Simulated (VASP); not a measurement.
# Ba2BiSb2 (Immm) in VASP: single point with PBE

Aim: the single point of Ba2BiSb2 with PBE.

Everything below comes from runs of VASP 6.6.1. Logs are shortened: lines on timing, memory, paths and dates and some standing lists are left out, and cuts for length are marked.

## Step 1: The cell of the first run

It takes space group Immm (No. 71, orthorhombic). The conventional cell has a = 4.803 Å, b = 7.688 Å, c = 9.900 Å, α = 90.00°, β = 90.00°, γ = 90.00°. Ba (site symmetry mm2) has 6 Sb at 3.59 to 3.60 Å and 4 Bi at 3.68 to 4.41 Å and 7 Ba at 4.33 to 4.80 Å within 4.9 Å. Within 4.1 Å of Sb (site symmetry m2m) lie 1 Sb at 3.14 Å and 2 Bi at 3.31 Å and 6 Ba at 3.59 to 3.60 Å. Within 4.5 Å of Bi (site symmetry mmm) lie 4 Sb at 3.31 Å and 8 Ba at 3.68 to 4.41 Å.

## Step 2: Single point, PBE

File INCAR:

```
ALGO = Normal
EDIFF = 1E-6
ENCUT = 520
GGA = PE
ISIF = 2
ISMEAR = -1
LASPH = T
LCHARG = F
LREAL = F
LWAVE = F
NBANDS = 30
NELM = 60
PREC = Accurate
SIGMA = 0.05
```

File KPOINTS:

```
k-points
0
Gamma
  8 8 8
```

File POSCAR:

```
Ba2BiSb2
1.0
   -2.4013000000      3.8439000000      4.9500000000
    2.4013000000     -3.8439000000      4.9500000000
    2.4013000000      3.8439000000     -4.9500000000
Ba Sb Bi
2 2 1
Direct
    0.7185557283      0.2185557283      0.5000000000
    0.2814442717      0.7814442717      0.5000000000
    0.7039418930      0.5000000000      0.2039418930
    0.2960581070      0.5000000000      0.7960581070
    0.0000000000      0.0000000000      0.0000000000
```

Potentials or basis: VASP PAW PBE potentials, release 64 (Ba_sv, Sb, Bi_d).

Launch:

```console
$ cat potpaw_PBE.64/Ba_sv/POTCAR potpaw_PBE.64/Sb/POTCAR potpaw_PBE.64/Bi_d/POTCAR > POTCAR
$ mpirun -np 1 vasp_std > vasp.out
```

OUTCAR:

```text
EDIFF = 1E-6
   ENCUT = 520
   GGA = PE
   ISIF = 2
   ISMEAR = -1
   LASPH = T
   LREAL = F
   NELM = 60
   PREC = Accurate

 ion  position               nearest neighbor table
   1  0.719  0.219  0.500-   3 3.59   3 3.59   4 3.59   4 3.59   4 3.60   3 3.60   5 3.68   5 3.68
                             2 4.33   2 4.57   2 4.57   2 4.57   2 4.57
   2  0.281  0.781  0.500-   4 3.59   4 3.59   3 3.59   3 3.59   3 3.60   4 3.60   5 3.68   5 3.68
                             1 4.33   1 4.57   1 4.57   1 4.57   1 4.57
   3  0.704  0.500  0.204-   4 3.14   5 3.31   5 3.31   1 3.59   1 3.59   2 3.59   2 3.59   2 3.60
                             1 3.60
   4  0.296  0.500  0.796-   3 3.14   5 3.31   5 3.31   2 3.59   2 3.59   1 3.59   1 3.59   1 3.60
                             2 3.60
   5  0.000  0.000  0.000-   4 3.31   3 3.31   4 3.31   3 3.31   2 3.68   1 3.68   1 3.68   2 3.68

  LATTYP: Found a body centered orthorhombic cell.
 ALAT       =     4.8026000000
 B/A-ratio  =     1.6007579228
 C/A-ratio  =     2.0613834173

  Lattice vectors:

 A1 = (  -2.4013000000,   3.8439000000,   4.9500000000)
 A2 = (   2.4013000000,  -3.8439000000,   4.9500000000)
 A3 = (   2.4013000000,   3.8439000000,  -4.9500000000)

Analysis of symmetry for initial positions (statically):
=====================================================================
 Subroutine PRICEL returns:
 Original cell was already a primitive cell.

 Routine SETGRP: Setting up the symmetry group for a
 body centered orthorhombic supercell.

 Subroutine GETGRP returns: Found  8 space group operations
 (whereof  8 operations were pure point group operations)
 out of a pool of  8 trial point group operations.

The static configuration has the point symmetry D_2h.

Analysis of symmetry for dynamics (positions and initial velocities):
=====================================================================
 Subroutine PRICEL returns:
 Original cell was already a primitive cell.

 Routine SETGRP: Setting up the symmetry group for a
 body centered orthorhombic supercell.

 Subroutine GETGRP returns: Found  8 space group operations
 (whereof  8 operations were pure point group operations)
 out of a pool of  8 trial point group operations.

The dynamic configuration has the point symmetry D_2h.

 Subroutine INISYM returns: Found  8 space group operations
 (whereof  8 operations are pure point group operations),
 and found     1 'primitive' translations

----------------------------------------------------------------------------------------

                                     Primitive cell

  volume of cell :     182.7611

  direct lattice vectors                    reciprocal lattice vectors
    -2.401300000  3.843900000  4.950000000     0.000000000  0.130076225  0.101010101
     2.401300000 -3.843900000  4.950000000     0.208220547  0.000000000  0.101010101
     2.401300000  3.843900000 -4.950000000     0.208220547  0.130076225  0.000000000

  length of vectors
     6.711505710  6.711505710  6.711505710     0.164690208  0.231427822  0.245510938

  position of ions in fractional coordinates (direct lattice)
     0.718555728  0.218555728  0.500000000
     0.281444272  0.781444272  0.500000000
     0.703941893  0.500000000  0.203941893
     0.296058107  0.500000000  0.796058107
     0.000000000  0.000000000  0.000000000

  ion indices of the primitive-cell ions
   primitive index   ion index
                 1           1
                 2           2
                 3           3
                 4           4
                 5           5

----------------------------------------------------------------------------------------

 KPOINTS: k-points

Automatic generation of k-mesh.
 Grid dimensions read from file:
 generate k-points for:    8    8    8

 Generating k-lattice:

  Cartesian coordinates                     Fractional coordinates (reciprocal lattice)
     0.000000000  0.016259528  0.012626263     0.125000000  0.000000000  0.000000000
     0.026027568  0.000000000  0.012626263     0.000000000  0.125000000  0.000000000
     0.026027568  0.016259528  0.000000000     0.000000000  0.000000000  0.125000000

  Length of vectors
     0.020586276  0.028928478  0.030688867

  Shift w.r.t. Gamma in fractional coordinates (k-lattice)
     0.000000000  0.000000000  0.000000000

 Subroutine IBZKPT returns following result:
 ===========================================

 Found     95 irreducible k-points:

 Following reciprocal coordinates:
            Coordinates               Weight
  0.000000  0.000000  0.000000      1.000000
  0.125000 -0.000000  0.000000      4.000000
  0.250000 -0.000000  0.000000      4.000000
  0.375000 -0.000000  0.000000      4.000000
  0.500000 -0.000000  0.000000      2.000000
  0.000000  0.125000  0.000000      4.000000
[... 16 lines left out ...]
  0.125000  0.375000  0.000000      8.000000
  0.250000  0.375000  0.000000      8.000000
 [... further k-points ...]
   k-points           NKPTS =     95   k-points in BZ     NKDIM =     95   number of bands    NBANDS=     30
   number of dos      NEDOS =    301   number of ions     NIONS =      5
   total plane-waves  NPLWV = 125000
   dimension x,y,z NGX =    50 NGY =   50 NGZ =   50
   dimension x,y,z NGXF=   100 NGYF=  100 NGZF=  100
   ions per type =               2   2   1
   NGX,Y,Z   is equivalent  to a cutoff of  12.39, 12.39, 12.39 a.u.
   NGXF,Y,Z  is equivalent  to a cutoff of  24.77, 24.77, 24.77 a.u.
 SYSTEM =  unknown system
   PREC   = accura    normal or accurate (medium, high low for compatibility)
   ISTART =      0    job   : 0-new  1-cont  2-samecut
   ICHARG =      2    charge: 1-file 2-atom 10-const
   ISPIN  =      1    spin polarized calculation?
   LNONCOLLINEAR =      F non collinear calculations
   LSORBIT =      F    spin-orbit coupling
   LASPH  =      T    aspherical Exc in radial PAW
   ENCUT  =  520.0 eV  38.22 Ry    6.18 a.u.  12.48 12.48 12.48*2*pi/ulx,y,z
   NELM   =     60;   NELMIN=  2; NELMDL= -5     # of ELM steps
   EDIFF  = 0.1E-05   stopping-criterion for ELM
   LREAL  =      F    real-space projection
   EDIFFG = 0.1E-04   stopping-criterion for IOM
   NSW    =      0    number of steps for IOM
   IBRION =     -1    ionic relax: 0-MD 1-quasi-New 2-CG
   NFREE  =      0    steps in history (QN), initial steepest desc. (CG)
   ISIF   =      2    stress and relaxation
   ISYM   =      2    0-nonsym 1-usesym 2-fastsym
   POTIM  = 0.5000    time-step for ionic-motion
   TEBEG  =    0.0;   TEEND  =   0.0 temperature during run
   PSTRESS=    0.0 pullay stress
   NELECT =      45.0000    total number of electrons
   NUPDOWN=      -1.0000    fix difference up-down
   EMIN   =  10.00;   EMAX   =-10.00  energy-range for DOS
   EFERMI =   0.00;   METHOD = LEGACY
   ISMEAR =    -1;   SIGMA  =   0.05  broadening in eV -4-tet -1-fermi 0-gaus
   EFERMI_NEDOS =   21; number of points for ismear=-14 and -15
   IALGO  =     38    algorithm
   IMIX   =      4    mixing-type and parameters
     AMIX     =   0.40;   BMIX     =  1.00
     AMIX_MAG =   1.60;   BMIX_MAG =  1.00
  volume/ion in A,a.u.               =      36.55       246.67
  Fermi-wavevector in a.u.,A,eV,Ry     =   1.026088  1.939024 14.324972  1.052856
  Thomas-Fermi vector in A             =   2.159962
   LORBIT       =      0    0 simple, 1 ext, 2 COOP (PROOUT), +10 PAW based schemes
   GGA     = PE    functional components
   LHFCALC =     F    Hartree Fock is set to
   AEXX    =    0.0000 exact exchange contribution
   IVDW    =     0    specifies the selected vdW correction
   LEPSILON=     F    determine dielectric tensor
   LRPA    =     F    only Hartree local field effects (RPA)
 non-spin polarized calculation
  energy-cutoff  :      520.00
  volume of cell :      182.76
 maximum number of plane-waves:      4945
 NGX is ok and might be reduce to    50
   NGX = 25   NGY = 25   NGZ = 25

 number of electron      44.9999996 magnetization

 Free energy of the ion-electron system (eV)
  ---------------------------------------------------
  ext. energy  EPLUGINS =         0.00000000
  ---------------------------------------------------
  free energy    TOTEN  =       -20.13440417 eV

  energy without entropy =      -20.11563462  energy(sigma->0) =      -20.12501940

 E-fermi :   4.7394     XC(G=0):  -9.0893

 val. band max:        4.7365029109   @ k =   0.5000   0.5000   0.5000
 cond. band min:       4.7573588986   @ k =  -0.2500  -0.2500   0.1250
 fundamental gap:      0.0208559877
 Fermi energy:         4.7393572655

 k-point     1 :       0.0000    0.0000    0.0000
  band No.  band energies     occupation
      1     -23.2156      2.00000
      2     -23.1808      2.00000
      3     -17.8877      2.00000
      4     -17.8849      2.00000
      5     -17.7503      2.00000
      6     -17.7447      2.00000
[... 22 lines left out ...]
     29       8.2539      0.00000
     30       8.7876      0.00000

 k-point     2 :       0.1250   -0.0000    0.0000
  band No.  band energies     occupation
      1     -23.2144      2.00000
      2     -23.1820      2.00000
      3     -17.8876      2.00000
      4     -17.8849      2.00000
      5     -17.7503      2.00000
      6     -17.7446      2.00000
[... 22 lines left out ...]
     29       8.3019      0.00000
     30       8.8491      0.00000

 k-point     3 :       0.2500   -0.0000    0.0000
  band No.  band energies     occupation
      1     -23.2110      2.00000
      2     -23.1853      2.00000
      3     -17.8876      2.00000
      4     -17.8849      2.00000
      5     -17.7502      2.00000
      6     -17.7446      2.00000
[... 22 lines left out ...]
     29       8.1095      0.00000
     30       8.7765      0.00000

 k-point     4 :       0.3750   -0.0000    0.0000
  band No.  band energies     occupation
      1     -23.2064      2.00000
      2     -23.1898      2.00000
      3     -17.8875      2.00000
      4     -17.8849      2.00000
      5     -17.7502      2.00000
      6     -17.7445      2.00000
[... 616 lines left out ...]
     29       8.2261      0.00000
     30       8.7006      0.00000

 k-point    23 :       0.1250    0.3750    0.0000
  band No.  band energies     occupation
      1     -23.1994      2.00000
      2     -23.1860      2.00000
      3     -17.8878      2.00000
      4     -17.8843      2.00000
      5     -17.7506      2.00000
      6     -17.7444      2.00000
[... 22 lines left out ...]
     29       8.2908      0.00000
     30       8.3150      0.00000

 k-point    24 :       0.2500    0.3750    0.0000
  band No.  band energies     occupation
      1     -23.1978      2.00000
      2     -23.1876      2.00000
      3     -17.8878      2.00000
      4     -17.8843      2.00000
      5     -17.7506      2.00000
      6     -17.7444      2.00000
[... 22 lines left out ...]
     29       8.1167      0.00000
     30       8.7569      0.00000

 [... further k-points ...]

------------------------ aborting loop because EDIFF is reached ----------------------------------------

  FORCE on cell =-STRESS in cart. coord.  units (eV):
  Direction    XX          YY          ZZ          XY          YZ          ZX
  --------------------------------------------------------------------------------------
  -------------------------------------------------------------------------------------
  Total        1.3055832      0.5279117      2.3399284      0.0000000      0.0000000      0.0000000
  in kB       11.4454126      4.6279449     20.5130133      0.0000000      0.0000000      0.0000000
  external PRESSURE =      12.1954570 kB  Pullay stress =       0.0000000 kB

 VOLUME and BASIS-vectors are now :
 -----------------------------------------------------------------------------
  energy-cutoff  :      520.00
  volume of cell :      182.76
      direct lattice vectors                 reciprocal lattice vectors
    -2.401300000  3.843900000  4.950000000     0.000000000  0.130076225  0.101010101
     2.401300000 -3.843900000  4.950000000     0.208220547  0.000000000  0.101010101
     2.401300000  3.843900000 -4.950000000     0.208220547  0.130076225  0.000000000

 POSITION                                       TOTAL-FORCE (eV/Angst)
 -----------------------------------------------------------------------------------
      0.00000      3.84390      2.16370        -0.000000     -0.000000     -0.002873
      2.40130     -0.00000      2.78630         0.000000     -0.000000      0.002873
     -0.00000      1.56786      4.95000         0.000000      0.006453      0.000000
      2.40130      2.27604     -0.00000        -0.000000     -0.006453     -0.000000
      0.00000      0.00000      0.00000        -0.000000     -0.000000     -0.000000
 -----------------------------------------------------------------------------------
    total drift:                                0.000000      0.000000      0.000000

  FREE ENERGIE OF THE ION-ELECTRON SYSTEM (eV)
  ---------------------------------------------------
  free  energy   TOTEN  =       -20.1344041701 eV

  energy  without entropy=      -20.1156346243  energy(sigma->0) =      -20.12501940
```

Wall time 21 min (1 thread of Intel Xeon 8259CL, shared host); peak memory 0.7 GiB.

Results:

```yaml
Free_energy: -20.1344 eV
Pressure: 1.2 GPa
Largest_force: 0.006 eV/Å
Band_gap_on_the_k_mesh: zero (an odd number of electrons rules out a gap without spin polarisation)
```

Forces in eV/Å, atoms in the order of the input:
```
Ba   0.000  0.000 -0.003
Ba   0.000  0.000  0.003
Sb   0.000  0.006  0.000
Sb   0.000 -0.006  0.000
Bi   0.000  0.000  0.000
```

Stress tensor (GPa, compression positive):
```
1.14 0.00 0.00
0.00 0.46 0.00
0.00 0.00 2.05
```

Levels at points of the mesh, in eV from the Fermi level:
```tsv
k point	band 20	band 21	band 22	band 23	band 24	band 25
(0.00, 0.00, 0.00)	-1.56	-0.80	-0.80	-0.66	0.34	1.22
(0.50, 0.00, 0.00)	-2.11	-1.37	-0.13	0.25	0.90	1.54
(0.00, 0.50, 0.00)	-1.54	-1.36	-1.29	1.13	1.75	2.15
(0.50, 0.50, 0.00)	-1.65	-1.51	-1.38	-0.78	0.92	2.38
(0.50, 0.50, 0.50)	-1.20	-0.46	-0.16	0.00	0.33	1.05
```

Caveat: spin-orbit coupling is left out, which moves the levels of the heavy elements.

The gap in the log of VASP goes by the Fermi energy; the results here count the filled bands.